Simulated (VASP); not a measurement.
# Na3Cl (P4/mmm) in VASP: a series of runs

Aim: see how the results for Na3Cl move with the level of theory and the settings. Levels: BLYP, LDA, PBEsol. Tasks: single point.

Program: VASP 6.6.1. These are calculated values, not measurements. Logs are shortened: lines on timing, memory, paths and dates and some standing lists are left out, and cuts for length are marked.

**1. The cell of the first run**

The structure is tetragonal, space group P4/mmm (No. 123). Conventional cell: a = 3.486 Å, b = 3.486 Å, c = 9.487 Å, α = 90.00°, β = 90.00°, γ = 90.00°. Na (site symmetry 4/mmm) has 16 Na at 3.49 to 4.93 Å and 2 Cl at 4.74 Å within 5.0 Å. Na (site symmetry 4mm) has 4 Cl at 2.97 Å and 9 Na at 3.31 to 3.95 Å within 4.0 Å. Cl (site symmetry 4/mmm) has 8 Na at 2.97 Å and 4 Cl at 3.49 Å within 3.9 Å.

**2. Single point, BLYP**

Contents of INCAR:

```
SYSTEM = Na3Cl
PREC = Accurate
ENCUT = 520
EDIFF = 1E-6
ISMEAR = -1
SIGMA = 0.15
LREAL = .FALSE.
LASPH = .TRUE.
NELM = 100
ALGO = Normal
ISIF = 2
LWAVE = .FALSE.
LCHARG = .FALSE.
GGA = B5
ALDAX = 1.0
AGGAX = 1.0
AGGAC = 1.0
ALDAC = 0.0
NBANDS = 22
```

Contents of KPOINTS:

```
regular mesh
0
G
  7 7 3
  0 0 0
```

Contents of POSCAR:

```
Na3Cl
1.0
    3.4864200000      0.0000000000      0.0000000000
    0.0000000000      3.4864200000      0.0000000000
    0.0000000000      0.0000000000      9.4869700000
Na Cl
3 1
Direct
    0.0000000000      0.0000000000      0.5000000000
    0.5000000000      0.5000000000      0.8256700000
    0.5000000000      0.5000000000      0.1743300000
    0.0000000000      0.0000000000      0.0000000000
```

Potentials or basis: VASP PAW PBE potentials, release 64 (Na_pv, Cl).

Launch:

```bash
$ cat potpaw_PBE.64/Na_pv/POTCAR potpaw_PBE.64/Cl/POTCAR > POTCAR
$ mpirun -np 1 vasp_std > vasp.out
```

OUTCAR:

```text
SYSTEM = Na3Cl
   PREC = Accurate
   ENCUT = 520
   EDIFF = 1E-6
   ISMEAR = -1
   LREAL = .FALSE.
   LASPH = .TRUE.
   NELM = 100
   ISIF = 2
   GGA = B5

 ion  position               nearest neighbor table
   1  0.000  0.000  0.500-
   2  0.500  0.500  0.826-
   3  0.500  0.500  0.174-
   4  0.000  0.000  0.000-

  LATTYP: Found a simple tetragonal cell.
 ALAT       =     3.4864200000
 C/A-ratio  =     2.7211208059

  Lattice vectors:

 A1 = (   3.4864200000,   0.0000000000,   0.0000000000)
 A2 = (   0.0000000000,   3.4864200000,   0.0000000000)
 A3 = (   0.0000000000,   0.0000000000,   9.4869700000)

Analysis of symmetry for initial positions (statically):
=====================================================================
 Subroutine PRICEL returns:
 Original cell was already a primitive cell.

 Routine SETGRP: Setting up the symmetry group for a
 simple tetragonal supercell.

 Subroutine GETGRP returns: Found 16 space group operations
 (whereof 16 operations were pure point group operations)
 out of a pool of 16 trial point group operations.

The static configuration has the point symmetry D_4h.

Analysis of symmetry for dynamics (positions and initial velocities):
=====================================================================
 Subroutine PRICEL returns:
 Original cell was already a primitive cell.

 Routine SETGRP: Setting up the symmetry group for a
 simple tetragonal supercell.

 Subroutine GETGRP returns: Found 16 space group operations
 (whereof 16 operations were pure point group operations)
 out of a pool of 16 trial point group operations.

The dynamic configuration has the point symmetry D_4h.

 Subroutine INISYM returns: Found 16 space group operations
 (whereof 16 operations are pure point group operations),
 and found     1 'primitive' translations

----------------------------------------------------------------------------------------

                                     Primitive cell

  volume of cell :     115.3153

  direct lattice vectors                    reciprocal lattice vectors
[... 79 lines left out ...]
   ICHARG =      2    charge: 1-file 2-atom 10-const
   ISPIN  =      1    spin polarized calculation?
   LNONCOLLINEAR =      F non collinear calculations
   LSORBIT =      F    spin-orbit coupling
   LASPH  =      T    aspherical Exc in radial PAW
   ENCUT  =  520.0 eV  38.22 Ry    6.18 a.u.   6.48  6.48 17.64*2*pi/ulx,y,z
   NELM   =    100;   NELMIN=  2; NELMDL= -5     # of ELM steps
   EDIFF  = 0.1E-05   stopping-criterion for ELM
   LREAL  =      F    real-space projection
   EDIFFG = 0.1E-04   stopping-criterion for IOM
   NSW    =      0    number of steps for IOM
   IBRION =     -1    ionic relax: 0-MD 1-quasi-New 2-CG
   NFREE  =      0    steps in history (QN), initial steepest desc. (CG)
   ISIF   =      2    stress and relaxation
   ISYM   =      2    0-nonsym 1-usesym 2-fastsym
   POTIM  = 0.5000    time-step for ionic-motion
   TEBEG  =    0.0;   TEEND  =   0.0 temperature during run
   PSTRESS=    0.0 pullay stress
   NELECT =      28.0000    total number of electrons
   NUPDOWN=      -1.0000    fix difference up-down
   EMIN   =  10.00;   EMAX   =-10.00  energy-range for DOS
   EFERMI =   0.00;   METHOD = LEGACY
   ISMEAR =    -1;   SIGMA  =   0.15  broadening in eV -4-tet -1-fermi 0-gaus
   EFERMI_NEDOS =   21; number of points for ismear=-14 and -15
   IALGO  =     38    algorithm
   IMIX   =      4    mixing-type and parameters
     AMIX     =   0.40;   BMIX     =  1.00
     AMIX_MAG =   1.60;   BMIX_MAG =  1.00
  volume/ion in A,a.u.               =      28.83       194.55
  Fermi-wavevector in a.u.,A,eV,Ry     =   1.021328  1.930030 14.192382  1.043111
  Thomas-Fermi vector in A             =   2.154947
   LORBIT       =      0    0 simple, 1 ext, 2 COOP (PROOUT), +10 PAW based schemes
   GGA     = B5    functional components
   LHFCALC =     F    Hartree Fock is set to
   AEXX    =    0.0000 exact exchange contribution
   IVDW    =     0    specifies the selected vdW correction
   LEPSILON=     F    determine dielectric tensor
   LRPA    =     F    only Hartree local field effects (RPA)
 non-spin polarized calculation
  energy-cutoff  :      520.00
  volume of cell :      115.32
 maximum number of plane-waves:      3147
 NGX is ok and might be reduce to    28
   NGX = 13   NGY = 13   NGZ = 35

 number of electron      27.9999988 magnetization

 Free energy of the ion-electron system (eV)
  ---------------------------------------------------
  ext. energy  EPLUGINS =         0.00000000
  ---------------------------------------------------
  free energy    TOTEN  =        -7.71986273 eV

  energy without entropy =       -7.63030300  energy(sigma->0) =       -7.67508286

 E-fermi :   2.2198     XC(G=0):  -6.8897

 val. band max:        2.0631331194   @ k =   0.4286   0.1429   0.3333
 cond. band min:       2.2348172780   @ k =   0.2857   0.1429   0.3333
 fundamental gap:      0.1716841587
 Fermi energy:         2.2197518494

 k-point     1 :       0.0000    0.0000    0.0000
  band No.  band energies     occupation
      1     -23.6523      2.00000
      2     -23.6294      2.00000
      3     -23.6294      2.00000
      4     -23.6260      2.00000
      5     -23.6260      2.00000
      6     -23.6181      2.00000
[... 489 lines left out ...]
     21       7.2450      0.00000
     22       7.7402      0.00000

------------------------ aborting loop because EDIFF is reached ----------------------------------------

  FORCE on cell =-STRESS in cart. coord.  units (eV):
  Direction    XX          YY          ZZ          XY          YZ          ZX
  --------------------------------------------------------------------------------------
  -------------------------------------------------------------------------------------
  Total        0.9543545      0.9543545      0.4086427      0.0000000      0.0000000      0.0000000
  in kB       13.2596896     13.2596896      5.6776344      0.0000000      0.0000000      0.0000000
  external PRESSURE =      10.7323379 kB  Pullay stress =       0.0000000 kB

 VOLUME and BASIS-vectors are now :
 -----------------------------------------------------------------------------
  energy-cutoff  :      520.00
  volume of cell :      115.32
      direct lattice vectors                 reciprocal lattice vectors
     3.486420000  0.000000000  0.000000000     0.286827175  0.000000000  0.000000000
     0.000000000  3.486420000  0.000000000     0.000000000  0.286827175  0.000000000
     0.000000000  0.000000000  9.486970000     0.000000000  0.000000000  0.105407733

 POSITION                                       TOTAL-FORCE (eV/Angst)
 -----------------------------------------------------------------------------------
      0.00000      0.00000      4.74348         0.000000     -0.000000      0.000000
      1.74321      1.74321      7.83311        -0.000000      0.000000     -0.171796
      1.74321      1.74321      1.65386         0.000000      0.000000      0.171796
      0.00000      0.00000      0.00000         0.000000     -0.000000      0.000000
 -----------------------------------------------------------------------------------
    total drift:                                0.000000      0.000000      0.000000

  FREE ENERGIE OF THE ION-ELECTRON SYSTEM (eV)
  ---------------------------------------------------
  free  energy   TOTEN  =        -7.7198627274 eV

  energy  without entropy=       -7.6303029999  energy(sigma->0) =       -7.67508286
```

stdout:

```text
POSCAR found type information on POSCAR NaCl
 POSCAR found :  2 types and       4 ions
 scaLAPACK will be used
 -----------------------------------------------------------------------------
|                                                                             |
|                                                                             |
|     You enforced a specific xc type in the INCAR file but a different       |
|     I HOPE YOU KNOW WHAT YOU ARE DOING!                                     |
|                                                                             |
 -----------------------------------------------------------------------------

 LDA part: xc-table for (Slater(with rela. corr.)+VWN5), standard interpolation
 POSCAR, INCAR and KPOINTS ok, starting setup
 FFT: planning ... GRIDC
 FFT: planning ... GRID_SOFT
 FFT: planning ... GRID
 WAVECAR not read
 entering main loop
```

Run time: 1.8 min. Hardware: 1 thread of AMD EPYC 7R43 (Zen 3), shared host; peak memory 0.19 GiB.

Results:

- Free energy: -7.7199 eV
- Pressure: 1.1 GPa
- Largest force: 0.172 eV/Å
- Band gap on the k mesh: zero (bands 14 and 15 overlap by 2.96 eV)

Forces in eV/Å, atoms in the order of the input:
```
Na   0.000  0.000  0.000
Na   0.000  0.000 -0.172
Na   0.000  0.000  0.172
Cl   0.000  0.000  0.000
```

Stress tensor (GPa, compression positive):
```
1.33 0.00 0.00
0.00 1.33 0.00
0.00 0.00 0.57
```

Levels at points of the mesh, in eV from the Fermi level:
```
           k point  band 11  band 12  band 13  band 14  band 15  band 16  band 17  band 18
(0.00, 0.00, 0.00)    -6.00    -4.36    -4.36    -2.77    -0.59     0.76     3.53     5.32
```

Caveat: the PAW data sets were made with another functional, which shifts forces and pressure a little.

**3. Single point, LDA**

Contents of INCAR:

```
ALGO = Normal ; EDIFF = 1E-6
ENCUT = 520 ; ISIF = 2
ISMEAR = -1 ; LASPH = T
LCHARG = T ; LELF = T
LREAL = F ; LVHAR = T
LWAVE = F ; NBANDS = 22
NELM = 80 ; PREC = Accurate
SIGMA = 0.15
```

Contents of KPOINTS:

```
k-points
0
Gamma
  7 7 3
```

POSCAR is that of step 2.

Potentials or basis: VASP PAW LDA potentials, release 64 (Na_pv, Cl).

Launch:

```bash
$ cat potpaw_LDA.64/Na_pv/POTCAR potpaw_LDA.64/Cl/POTCAR > POTCAR
$ mpirun -np 1 vasp_std > vasp.out
```

OUTCAR:

```text
EDIFF = 1E-6
   ENCUT = 520
   ISIF = 2
   ISMEAR = -1
   LASPH = T
   LREAL = F
   NELM = 80
   PREC = Accurate

 ion  position               nearest neighbor table
   1  0.000  0.000  0.500-
   2  0.500  0.500  0.826-
   3  0.500  0.500  0.174-
   4  0.000  0.000  0.000-

  LATTYP: Found a simple tetragonal cell.
 ALAT       =     3.4864200000
 C/A-ratio  =     2.7211208059

  Lattice vectors:

 A1 = (   3.4864200000,   0.0000000000,   0.0000000000)
 A2 = (   0.0000000000,   3.4864200000,   0.0000000000)
 A3 = (   0.0000000000,   0.0000000000,   9.4869700000)

Analysis of symmetry for initial positions (statically):
=====================================================================
 Subroutine PRICEL returns:
 Original cell was already a primitive cell.

 Routine SETGRP: Setting up the symmetry group for a
 simple tetragonal supercell.

 Subroutine GETGRP returns: Found 16 space group operations
 (whereof 16 operations were pure point group operations)
 out of a pool of 16 trial point group operations.

The static configuration has the point symmetry D_4h.

Analysis of symmetry for dynamics (positions and initial velocities):
=====================================================================
 Subroutine PRICEL returns:
 Original cell was already a primitive cell.

 Routine SETGRP: Setting up the symmetry group for a
 simple tetragonal supercell.

 Subroutine GETGRP returns: Found 16 space group operations
 (whereof 16 operations were pure point group operations)
 out of a pool of 16 trial point group operations.

The dynamic configuration has the point symmetry D_4h.

 Subroutine INISYM returns: Found 16 space group operations
 (whereof 16 operations are pure point group operations),
 and found     1 'primitive' translations

[... 110 lines left out ...]
   IALGO  =     38    algorithm
   IMIX   =      4    mixing-type and parameters
     AMIX     =   0.40;   BMIX     =  1.00
     AMIX_MAG =   1.60;   BMIX_MAG =  1.00
  volume/ion in A,a.u.               =      28.83       194.55
  Fermi-wavevector in a.u.,A,eV,Ry     =   1.021328  1.930030 14.192382  1.043111
  Thomas-Fermi vector in A             =   2.154947
   LORBIT       =      0    0 simple, 1 ext, 2 COOP (PROOUT), +10 PAW based schemes
   GGA     = CA    functional components
   LHFCALC =     F    Hartree Fock is set to
   AEXX    =    0.0000 exact exchange contribution
   IVDW    =     0    specifies the selected vdW correction
   LEPSILON=     F    determine dielectric tensor
   LRPA    =     F    only Hartree local field effects (RPA)
 non-spin polarized calculation
  energy-cutoff  :      520.00
  volume of cell :      115.32
 maximum number of plane-waves:      3147
 NGX is ok and might be reduce to    28
   NGX = 13   NGY = 13   NGZ = 35

 number of electron      27.9999972 magnetization

 Free energy of the ion-electron system (eV)
  ---------------------------------------------------
  ext. energy  EPLUGINS =         0.00000000
  ---------------------------------------------------
  free energy    TOTEN  =        -9.81475623 eV

  energy without entropy =       -9.72455873  energy(sigma->0) =       -9.76965748

 E-fermi :   1.5892     XC(G=0):  -7.5906

 val. band max:        1.5885967372   @ k =   0.2857   0.1429   0.3333
 cond. band min:       1.7436037172   @ k =   0.2857   0.0000   0.0000
 fundamental gap:      0.1550069800
 Fermi energy:         1.5891841450

 k-point     1 :       0.0000    0.0000    0.0000
  band No.  band energies     occupation
      1     -23.8073      2.00000
      2     -23.7782      2.00000
      3     -23.7782      2.00000
      4     -23.7746      2.00000
      5     -23.7746      2.00000
      6     -23.7696      2.00000
[... 489 lines left out ...]
     21       6.5870      0.00000
     22       7.0091      0.00000

------------------------ aborting loop because EDIFF is reached ----------------------------------------

  FORCE on cell =-STRESS in cart. coord.  units (eV):
  Direction    XX          YY          ZZ          XY          YZ          ZX
  --------------------------------------------------------------------------------------
  -------------------------------------------------------------------------------------
  Total       -0.6639497     -0.6639497     -0.8323390      0.0000000      0.0000000      0.0000000
  in kB       -9.2248391     -9.2248391    -11.5644203      0.0000000      0.0000000      0.0000000
  external PRESSURE =     -10.0046995 kB  Pullay stress =       0.0000000 kB

 VOLUME and BASIS-vectors are now :
 -----------------------------------------------------------------------------
  energy-cutoff  :      520.00
  volume of cell :      115.32
      direct lattice vectors                 reciprocal lattice vectors
     3.486420000  0.000000000  0.000000000     0.286827175  0.000000000  0.000000000
     0.000000000  3.486420000  0.000000000     0.000000000  0.286827175  0.000000000
     0.000000000  0.000000000  9.486970000     0.000000000  0.000000000  0.105407733

 POSITION                                       TOTAL-FORCE (eV/Angst)
 -----------------------------------------------------------------------------------
      0.00000      0.00000      4.74348         0.000000     -0.000000     -0.000000
      1.74321      1.74321      7.83311        -0.000000     -0.000000      0.004022
      1.74321      1.74321      1.65386         0.000000      0.000000     -0.004022
      0.00000      0.00000      0.00000         0.000000     -0.000000     -0.000000
 -----------------------------------------------------------------------------------
    total drift:                                0.000000      0.000000      0.000000

  FREE ENERGIE OF THE ION-ELECTRON SYSTEM (eV)
  ---------------------------------------------------
  free  energy   TOTEN  =        -9.8147562262 eV

  energy  without entropy=       -9.7245587300  energy(sigma->0) =       -9.76965748
```

OSZICAR:

```text
N       E                     dE             d eps       ncg     rms          rms(c)
DAV:   1     0.233775644385E+03    0.23378E+03   -0.14394E+04   896   0.127E+03
DAV:   2     0.117309242752E+02   -0.22204E+03   -0.21283E+03   904   0.343E+02
DAV:   3    -0.938324907787E+01   -0.21114E+02   -0.20844E+02  1086   0.106E+02
DAV:   4    -0.100462144508E+02   -0.66297E+00   -0.66224E+00  1006   0.182E+01
DAV:   5    -0.100604570440E+02   -0.14243E-01   -0.14241E-01  1144   0.276E+00    0.367E+00
DAV:   6    -0.985372983158E+01    0.20673E+00   -0.37157E-01  1066   0.309E+00    0.212E+00
DAV:   7    -0.981953901769E+01    0.34191E-01   -0.91483E-02  1186   0.138E+00    0.948E-01
DAV:   8    -0.981482902826E+01    0.47100E-02   -0.10062E-02  1108   0.598E-01    0.189E-01
DAV:   9    -0.981481729256E+01    0.11736E-04   -0.27778E-04  1112   0.979E-02    0.149E-01
DAV:  10    -0.981475194055E+01    0.65352E-04   -0.40893E-04  1206   0.918E-02    0.175E-02
DAV:  11    -0.981475669510E+01   -0.47546E-05   -0.16542E-05  1008   0.252E-02    0.124E-02
DAV:  12    -0.981475622620E+01    0.46891E-06   -0.83372E-07   946   0.568E-03
   1 F= -.98147562E+01 E0= -.97696575E+01  d E =-.901975E-01
```

Run time: 64 s. Hardware: 1 thread of AMD EPYC 7R43 (Zen 3), shared host; peak memory 0.16 GiB.

Results:

```yaml
Free_energy: -9.8148 eV
Pressure: -1.0 GPa
Largest_force: 0.004 eV/Å
Band_gap_on_the_k_mesh: zero (bands 14 and 15 overlap by 2.97 eV)
```

Forces in eV/Å, atoms in the order of the input:
```
Na   0.000  0.000  0.000
Na   0.000  0.000  0.004
Na   0.000  0.000 -0.004
Cl   0.000  0.000  0.000
```

**4. Single point, PBEsol**

Contents of INCAR:

```
SYSTEM = Na3Cl
ALGO = Normal
EDIFF = 1E-7
ENCUT = 520
GGA = PS
ISIF = 2
ISMEAR = -1
LASPH = .TRUE.
LCHARG = .FALSE.
LREAL = .FALSE.
LWAVE = .FALSE.
NBANDS = 22
NELM = 60
PREC = Accurate
SIGMA = 0.15
```

Contents of KPOINTS:

```
k-points
0
G
  7 7 3
  0 0 0
```

POSCAR is that of step 3.

Potentials or basis: VASP PAW PBE potentials, release 64 (Na_pv, Cl).

Launch:

```bash
$ cat potpaw_PBE.64/Na_pv/POTCAR potpaw_PBE.64/Cl/POTCAR > POTCAR
$ mpirun -np 1 vasp_std > vasp.out
```

Run time: 74 s. Hardware: 1 thread of AMD EPYC 7R43 (Zen 3), shared host; peak memory 0.19 GiB.

The run converged. Its results:

```
Free energy            : -9.3453 eV
Pressure               : 0.1 GPa
Largest force          : 0.075 eV/Å
Band gap on the k mesh : zero (bands 14 and 15 overlap by 2.97 eV)
```

Forces on the atoms (eV/Å):
```
Na   0.000  0.000  0.000
Na   0.000  0.000 -0.075
Na   0.000  0.000  0.075
Cl   0.000  0.000  0.000
```

Stress tensor (GPa, compression positive):
```
 0.23  0.00  0.00
 0.00  0.23  0.00
 0.00  0.00 -0.05
```

Levels at points of the mesh, in eV from the Fermi level:
```tsv
k point	band 11	band 12	band 13	band 14	band 15	band 16	band 17	band 18
(0.00, 0.00, 0.00)	-5.92	-4.23	-4.23	-2.76	-0.58	0.73	3.36	5.18
```

Caveat: the PAW data sets were made with another functional, which shifts forces and pressure a little.

**5. Summary**

| level | potentials or basis | gap on the mesh (eV) | pressure (GPa) | largest force (eV/Å) |
| --- | --- | --- | --- | --- |
| BLYP | VASP PAW PBE potentials, release 64 (Na_pv, Cl) | none | 1.1 | 0.17 |
| LDA | VASP PAW LDA potentials, release 64 (Na_pv, Cl) | none | -1.0 | - |
| PBEsol | VASP PAW PBE potentials, release 64 (Na_pv, Cl) | none | 0.1 | 0.07 |

Alike in all rows: task single point; no spin polarisation; cell as given; k mesh 7 × 7 × 3; cutoff (eV) 520; smearing fermi-dirac 0.15 eV.

Caveats: the PAW data sets were made with another functional, which shifts forces and pressure a little (at least some runs).

Total energies depend on the potentials used, so only differences within one code and one set of settings carry meaning.

The gap in the log of VASP goes by the Fermi energy; the results here count the filled bands.